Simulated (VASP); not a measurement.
# Mg in VASP: settings compared

Aim: see how the results for Mg move with the level of theory and the settings. Levels: r2SCAN, PBE. Tasks: single point.

Program: VASP 6.6.1. These are calculated values, not measurements. Logs are shortened: lines on timing, memory, paths and dates and some standing lists are left out, and cuts for length are marked.

## (1) The cell of the first run

The structure is cubic, space group Fm-3m (No. 225). The conventional cell has a = 4.569 Å, b = 4.569 Å, c = 4.569 Å, α = 90.00°, β = 90.00°, γ = 90.00°. Mg (site symmetry m-3m) has 12 Mg at 3.23 Å within 4.2 Å.

This isn't the form of Mg at room conditions, which is hcp.

## (2) Single point, r2SCAN (strained)

Contents of POSCAR:

```
Mg
1.0
    0.0000000000      2.2843159696      2.2843159696
    2.2843159696      0.0000000000      2.2843159696
    2.2843159696      2.2843159696      0.0000000000
Mg
1
Direct
    0.0000000000      0.0000000000      0.0000000000
```

Contents of INCAR.step1:

```
SYSTEM = Mg
ALGO = Normal
EDIFF = 1E-4
ENCUT = 520
GGA = PE
ISMEAR = 0
LASPH = .True.
LCHARG = .False.
LREAL = .False.
LWAVE = .True.
NBANDS = 7
NELM = 100
PREC = Accurate
SIGMA = 0.1
```

Contents of INCAR.step2:

```
SYSTEM = Mg
ALGO = Normal
EDIFF = 1E-7
ENCUT = 520
ISIF = 2
ISMEAR = 0
ISTART = 1
LASPH = .True.
LCHARG = .True.
LELF = .True.
LMIXTAU = .True.
LREAL = .False.
LVHAR = .True.
LWAVE = .False.
METAGGA = R2SCAN
NBANDS = 7
NELM = 100
PREC = Accurate
SIGMA = 0.1
```

Contents of KPOINTS:

```
k-points
0
Gamma
  16 16 16
  0 0 0
```

Potentials or basis: VASP PAW PBE potentials, release 64 (Mg).

The run is started by

```bash
cat potpaw_PBE.64/Mg/POTCAR > POTCAR
cp INCAR.step1 INCAR
mpirun -np 1 vasp_std > vasp.out
cp INCAR.step2 INCAR
mpirun -np 1 vasp_std > vasp.out
```

OUTCAR:

```text
SYSTEM = Mg
   EDIFF = 1E-7
   ENCUT = 520
   ISIF = 2
   ISMEAR = 0
   ISTART = 1
   LASPH = .True.
   LREAL = .False.
   METAGGA = R2SCAN
   NELM = 100
   PREC = Accurate

 ion  position               nearest neighbor table
   1  0.000  0.000  0.000-

  LATTYP: Found a face centered cubic cell.
 ALAT       =     4.5686319392

  Lattice vectors:

 A1 = (   0.0000000000,   2.2843159696,   2.2843159696)
 A2 = (   2.2843159696,   0.0000000000,   2.2843159696)
 A3 = (   2.2843159696,   2.2843159696,   0.0000000000)

Analysis of symmetry for initial positions (statically):
=====================================================================
 Subroutine PRICEL returns:
 Original cell was already a primitive cell.

 Routine SETGRP: Setting up the symmetry group for a
 face centered cubic supercell.

 Subroutine GETGRP returns: Found 48 space group operations
 (whereof 48 operations were pure point group operations)
 out of a pool of 48 trial point group operations.

The static configuration has the point symmetry O_h .

Analysis of symmetry for dynamics (positions and initial velocities):
=====================================================================
 Subroutine PRICEL returns:
 Original cell was already a primitive cell.

 Routine SETGRP: Setting up the symmetry group for a
 face centered cubic supercell.

 Subroutine GETGRP returns: Found 48 space group operations
 (whereof 48 operations were pure point group operations)
 out of a pool of 48 trial point group operations.

The dynamic configuration has the point symmetry O_h .

 Subroutine INISYM returns: Found 48 space group operations
 (whereof 48 operations are pure point group operations),
 and found     1 'primitive' translations

----------------------------------------------------------------------------------------

                                     Primitive cell

  volume of cell :      23.8396

  direct lattice vectors                    reciprocal lattice vectors
     0.000000000  2.284315970  2.284315970    -0.218883905  0.218883905  0.218883905
     2.284315970  0.000000000  2.284315970     0.218883905 -0.218883905  0.218883905
     2.284315970  2.284315970  0.000000000     0.218883905  0.218883905 -0.218883905

  length of vectors
     3.230510625  3.230510625  3.230510625     0.379118045  0.379118045  0.379118045

  position of ions in fractional coordinates (direct lattice)
     0.000000000  0.000000000  0.000000000

  ion indices of the primitive-cell ions
   primitive index   ion index
                 1           1

----------------------------------------------------------------------------------------

 KPOINTS: k-points

Automatic generation of k-mesh.
 Grid dimensions read from file:
 generate k-points for:   16   16   16

 Generating k-lattice:

  Cartesian coordinates                     Fractional coordinates (reciprocal lattice)
    -0.013680244  0.013680244  0.013680244     0.062500000  0.000000000  0.000000000
     0.013680244 -0.013680244  0.013680244     0.000000000  0.062500000  0.000000000
     0.013680244  0.013680244 -0.013680244     0.000000000  0.000000000  0.062500000

  Length of vectors
     0.023694878  0.023694878  0.023694878

  Shift w.r.t. Gamma in fractional coordinates (k-lattice)
     0.000000000  0.000000000  0.000000000

 Subroutine IBZKPT returns following result:
 ===========================================

 Found    145 irreducible k-points:

 Following reciprocal coordinates:
            Coordinates               Weight
  0.000000  0.000000  0.000000      1.000000
  0.062500  0.000000  0.000000      8.000000
  0.125000  0.000000  0.000000      8.000000
  0.187500  0.000000  0.000000      8.000000
  0.250000  0.000000  0.000000      8.000000
  0.312500  0.000000  0.000000      8.000000
[... 16 lines left out ...]
 -0.125000  0.062500  0.000000     24.000000
 -0.062500  0.062500  0.000000     12.000000
 [... further k-points ...]
   k-points           NKPTS =    145   k-points in BZ     NKDIM =    145   number of bands    NBANDS=      7
   number of dos      NEDOS =    301   number of ions     NIONS =      1
   total plane-waves  NPLWV =  13824
   dimension x,y,z NGX =    24 NGY =   24 NGZ =   24
   dimension x,y,z NGXF=    48 NGYF=   48 NGZF=   48
   ions per type =               1
   NGX,Y,Z   is equivalent  to a cutoff of  12.35, 12.35, 12.35 a.u.
   NGXF,Y,Z  is equivalent  to a cutoff of  24.70, 24.70, 24.70 a.u.
 SYSTEM =  Mg
   PREC   = accura    normal or accurate (medium, high low for compatibility)
   ISTART =      1    job   : 0-new  1-cont  2-samecut
   ICHARG =      0    charge: 1-file 2-atom 10-const
   ISPIN  =      1    spin polarized calculation?
   LNONCOLLINEAR =      F non collinear calculations
   LSORBIT =      F    spin-orbit coupling
   LASPH  =      T    aspherical Exc in radial PAW
   ENCUT  =  520.0 eV  38.22 Ry    6.18 a.u.   6.01  6.01  6.01*2*pi/ulx,y,z
   NELM   =    100;   NELMIN=  2; NELMDL=  0     # of ELM steps
   EDIFF  = 0.1E-06   stopping-criterion for ELM
   LREAL  =      F    real-space projection
   EDIFFG = 0.1E-05   stopping-criterion for IOM
   NSW    =      0    number of steps for IOM
   IBRION =     -1    ionic relax: 0-MD 1-quasi-New 2-CG
   NFREE  =      0    steps in history (QN), initial steepest desc. (CG)
   ISIF   =      2    stress and relaxation
   ISYM   =      2    0-nonsym 1-usesym 2-fastsym
   POTIM  = 0.5000    time-step for ionic-motion
   TEBEG  =    0.0;   TEEND  =   0.0 temperature during run
   PSTRESS=    0.0 pullay stress
   NELECT =       2.0000    total number of electrons
   NUPDOWN=      -1.0000    fix difference up-down
   EMIN   =  10.00;   EMAX   =-10.00  energy-range for DOS
   EFERMI =   0.00;   METHOD = LEGACY
   ISMEAR =     0;   SIGMA  =   0.10  broadening in eV -4-tet -1-fermi 0-gaus
   EFERMI_NEDOS =   21; number of points for ismear=-14 and -15
   IALGO  =     38    algorithm
   IMIX   =      4    mixing-type and parameters
     AMIX     =   0.40;   BMIX     =  1.00
     AMIX_MAG =   1.60;   BMIX_MAG =  1.00
  volume/ion in A,a.u.               =      23.84       160.88
  Fermi-wavevector in a.u.,A,eV,Ry     =   0.716669  1.354308  6.988150  0.513615
  Thomas-Fermi vector in A             =   1.805150
   LORBIT       =      0    0 simple, 1 ext, 2 COOP (PROOUT), +10 PAW based schemes
   METAGGA = R2SCAN    functional components
   LHFCALC =     F    Hartree Fock is set to
   AEXX    =    0.0000 exact exchange contribution
   IVDW    =     0    specifies the selected vdW correction
   LEPSILON=     F    determine dielectric tensor
   LRPA    =     F    only Hartree local field effects (RPA)
 non-spin polarized calculation
 Gauss-broadening in eV      SIGMA  =   0.10
  energy-cutoff  :      520.00
  volume of cell :       23.84
 maximum number of plane-waves:       660
   NGX = 13   NGY = 13   NGZ = 13

 number of electron       2.0000000 magnetization

 Free energy of the ion-electron system (eV)
  ---------------------------------------------------
  ext. energy  EPLUGINS =         0.00000000
  ---------------------------------------------------
  free energy    TOTEN  =        -4.12138627 eV

  energy without entropy =       -4.11840041  energy(sigma->0) =       -4.11989334

 E-fermi :   2.4286     XC(G=0):  -8.9218

 val. band max:        2.4158540447   @ k =  -0.3750   0.2500   0.0625
 cond. band min:       2.4329448934   @ k =  -0.3125   0.3750   0.1250
 fundamental gap:      0.0170908487
 Fermi energy:         2.4286285456

 k-point     1 :       0.0000    0.0000    0.0000
  band No.  band energies     occupation
      1      -4.7744      2.00000
      2      15.3936      0.00000
      3      15.3936      0.00000
      4      15.3936      0.00000
      5      17.4399      0.00000
      6      17.4399      0.00000
      7      17.4399      0.00000

 k-point     2 :       0.0625    0.0000    0.0000
  band No.  band energies     occupation
      1      -4.6840      2.00000
      2      13.9258      0.00000
      3      15.1782      0.00000
      4      15.1782      0.00000
      5      17.4472      0.00000
      6      17.8086      0.00000
      7      17.8086      0.00000

 k-point     3 :       0.1250    0.0000    0.0000
  band No.  band energies     occupation
      1      -4.4134      2.00000
      2      11.7780      0.00000
      3      14.7790      0.00000
      4      14.7790      0.00000
      5      17.1713      0.00000
      6      18.6657      0.00000
      7      18.6657      0.00000

 k-point     4 :       0.1875    0.0000    0.0000
  band No.  band energies     occupation
      1      -3.9639      2.00000
      2       9.6523      0.00000
      3      14.4214      0.00000
      4      14.4214      0.00000
      5      16.8603      0.00000
      6      18.6647      0.00000
      7      18.6647      0.00000

 k-point     5 :       0.2500    0.0000    0.0000
  band No.  band energies     occupation
      1      -3.3379      2.00000
      2       7.6284      0.00000
      3      14.1727      0.00000
      4      14.1727      0.00000
      5      16.6134      0.00000
      6      17.6011      0.00000
      7      17.6011      0.00000

 k-point     6 :       0.3125    0.0000    0.0000
  band No.  band energies     occupation
      1      -2.5388      2.00000
      2       5.7321      0.00000
      3      14.0514      0.00000
      4      14.0514      0.00000
      5      16.4761      0.00000
      6      16.6788      0.00000
      7      16.6788      0.00000

 k-point     7 :       0.3750    0.0000    0.0000
  band No.  band energies     occupation
      1      -1.5719      2.00000
      2       3.9779      0.00000
      3      14.0573      0.00000
      4      14.0573      0.00000
      5      15.9199      0.00000
      6      15.9199      0.00000
      7      16.4555      0.00000

 k-point     8 :       0.4375    0.0000    0.0000
  band No.  band energies     occupation
      1      -0.4493      2.00000
      2       2.3819      1.49127
      3      14.1647      0.00000
      4      14.1648      0.00000
      5      15.3586      0.00000
      6      15.3586      0.00000
      7      16.5162      0.00000

 k-point     9 :       0.5000    0.0000    0.0000
  band No.  band energies     occupation
      1       0.5769      2.00000
      2       1.1977      2.00000
      3      14.2537      0.00000
      4      14.2537      0.00000
      5      15.1180      0.00000
      6      15.1181      0.00000
      7      16.5619      0.00000

 k-point    10 :       0.0625    0.0625    0.0000
  band No.  band energies     occupation
      1      -4.6539      2.00000
      2      14.4381      0.00000
      3      14.5603      0.00000
      4      14.5603      0.00000
      5      17.0479      0.00000
      6      18.4741      0.00000
      7      18.4741      0.00000

 k-point    11 :       0.1250    0.0625    0.0000
  band No.  band energies     occupation
      1      -4.4434      2.00000
      2      12.5086      0.00000
      3      13.9956      0.00000
      4      14.6728      0.00000
      5      17.1304      0.00000
      6      18.3971      0.00000
      7      18.7520      0.00000
[... 51 lines left out ...]
 k-point    17 :       0.5000    0.0625    0.0000
  band No.  band energies     occupation
      1       0.4160      2.00000
      2       1.5277      2.00000
      3      12.9483      0.00000
      4      13.4424      0.00000
      5      14.8189      0.00000
      6      16.0880      0.00000
      7      17.7192      0.00000

 k-point    18 :      -0.4375    0.0625    0.0000
  band No.  band energies     occupation
      1       0.0266      2.00000
      2       1.9695      2.00000
      3      12.6087      0.00000
      4      13.8591      0.00000
      5      15.2157      0.00000
      6      15.7176      0.00000
      7      17.5652      0.00000

 k-point    19 :      -0.3750    0.0625    0.0000
  band No.  band energies     occupation
      1      -1.1363      2.00000
      2       3.4997      0.00000
      3      12.4005      0.00000
      4      14.4002      0.00000
      5      15.5243      0.00000
      6      15.7799      0.00000
      7      17.4150      0.00000

 k-point    20 :      -0.3125    0.0625    0.0000
  band No.  band energies     occupation
      1      -2.1565      2.00000
      2       5.2001      0.00000
      3      12.3380      0.00000
      4      14.9442      0.00000
      5      15.6263      0.00000
      6      16.4667      0.00000
      7      17.4004      0.00000

 k-point    21 :      -0.2500    0.0625    0.0000
  band No.  band energies     occupation
      1      -3.0116      2.00000
      2       7.0438      0.00000
      3      12.4265      0.00000
      4      15.2197      0.00000
      5      16.2852      0.00000
      6      17.0957      0.00000
      7      17.7120      0.00000

 k-point    22 :      -0.1875    0.0625    0.0000
  band No.  band energies     occupation
      1      -3.6951      2.00000
      2       9.0124      0.00000
      3      12.6694      0.00000
      4      15.4232      0.00000
      5      17.2782      0.00000
      6      17.4318      0.00000
      7      18.5471      0.00000

 k-point    23 :      -0.1250    0.0625    0.0000
  band No.  band energies     occupation
      1      -4.2034      2.00000
      2      11.0633      0.00000
      3      13.0806      0.00000
      4      15.6313      0.00000
      5      17.7000      0.00000
      6      18.1688      0.00000
      7      18.4553      0.00000

 k-point    24 :      -0.0625    0.0625    0.0000
  band No.  band energies     occupation
      1      -4.5336      2.00000
      2      12.9554      0.00000
      3      13.8197      0.00000
      4      15.6284      0.00000
      5      17.6165      0.00000
      6      17.7770      0.00000
      7      18.4520      0.00000

 [... further k-points ...]
[... 5 lines left out ...]
  --------------------------------------------------------------------------------------
  -------------------------------------------------------------------------------------
  Total       -0.2865003     -0.2865003     -0.2865003      0.0000000      0.0000000     -0.0000000
  in kB      -19.2547140    -19.2547140    -19.2547140      0.0000000      0.0000000     -0.0000000
  external PRESSURE =     -19.2547140 kB  Pullay stress =       0.0000000 kB

 VOLUME and BASIS-vectors are now :
 -----------------------------------------------------------------------------
  energy-cutoff  :      520.00
  volume of cell :       23.84
      direct lattice vectors                 reciprocal lattice vectors
     0.000000000  2.284315970  2.284315970    -0.218883905  0.218883905  0.218883905
     2.284315970  0.000000000  2.284315970     0.218883905 -0.218883905  0.218883905
     2.284315970  2.284315970  0.000000000     0.218883905  0.218883905 -0.218883905

 POSITION                                       TOTAL-FORCE (eV/Angst)
 -----------------------------------------------------------------------------------
      0.00000      0.00000      0.00000         0.000000      0.000000      0.000000
 -----------------------------------------------------------------------------------
    total drift:                               -0.000000      0.000000     -0.000000

  FREE ENERGIE OF THE ION-ELECTRON SYSTEM (eV)
  ---------------------------------------------------
  free  energy   TOTEN  =        -4.1213862708 eV

  energy  without entropy=       -4.1184004088  energy(sigma->0) =       -4.11989334
```

Run time: 48 s. Hardware: 1 thread of AMD EPYC 9R45 (Zen 5), shared host; peak memory 0.13 GiB.

What came out:

- Free energy: -4.1214 eV
- Pressure: -1.9 GPa
- Band gap on the k mesh: zero (bands 1 and 2 overlap by 2.73 eV)

Levels at points of the mesh, in eV from the Fermi level:
```csv
k point,band 1,band 2,band 3,band 4
"(0.00, 0.00, 0.00)",-7.20,12.96,12.96,12.96
"(0.50, 0.00, 0.00)",-1.85,-1.23,11.83,11.83
"(0.50, 0.50, 0.00)",-0.25,0.88,6.39,7.28
```

Caveat: the cell differs from its parent crystal (strained); the PAW data sets were made with another functional, which shifts forces and pressure a little.

## (3) Single point, PBE (strained)

Contents of INCAR:

```
PREC = Accurate
ENCUT = 520
EDIFF = 1E-7
ISMEAR = 0
SIGMA = 0.1
LREAL = F
LASPH = T
NELM = 100
ALGO = Normal
ISIF = 2
LWAVE = F
LCHARG = F
GGA = PE
NBANDS = 7
```

Contents of KPOINTS:

```
Automatic mesh
0
Gamma
  14 14 14
```

Contents of POSCAR:

```
Mg
1.0
    0.0000000000      2.2683817520      2.2683817520
    2.3020455920      0.0000000000      2.2683817520
    2.3020455920      2.2683817520      0.0000000000
Mg
1
Direct
    0.0000000000      0.0000000000      0.0000000000
```

Potentials or basis: VASP PAW PBE potentials, release 64 (Mg).

The run is started by

```bash
cat potpaw_PBE.64/Mg/POTCAR > POTCAR
mpirun -np 1 vasp_std > vasp.out
```

Run time: 18 s. Hardware: 1 thread of AMD EPYC 9R45 (Zen 5), shared host; peak memory 0.14 GiB.

The run converged. Its results:

- Free energy: -1.4968 eV
- Pressure: -0.9 GPa
- Band gap on the k mesh: zero (bands 1 and 2 overlap by 2.35 eV)

Stress tensor (GPa, compression positive):
```
-1.23  0.00  0.00
 0.00 -0.69  0.00
 0.00  0.00 -0.69
```

Levels at points of the mesh, in eV from the Fermi level:
| k point | band 1 | band 2 | band 3 | band 4 |
| --- | --- | --- | --- | --- |
| (0.00, 0.00, 0.00) | -6.77 | 12.11 | 12.22 | 12.22 |
| (0.50, 0.00, 0.00) | -1.63 | -1.27 | 10.98 | 11.25 |
| (0.50, 0.50, 0.00) | -0.13 | 0.87 | 6.00 | 6.70 |
| (0.00, 0.50, 0.50) | -0.31 | 0.65 | 6.15 | 6.95 |

Caveat: the cell differs from its parent crystal (strained).

The gap in the log of VASP goes by the Fermi energy; the results here count the filled bands.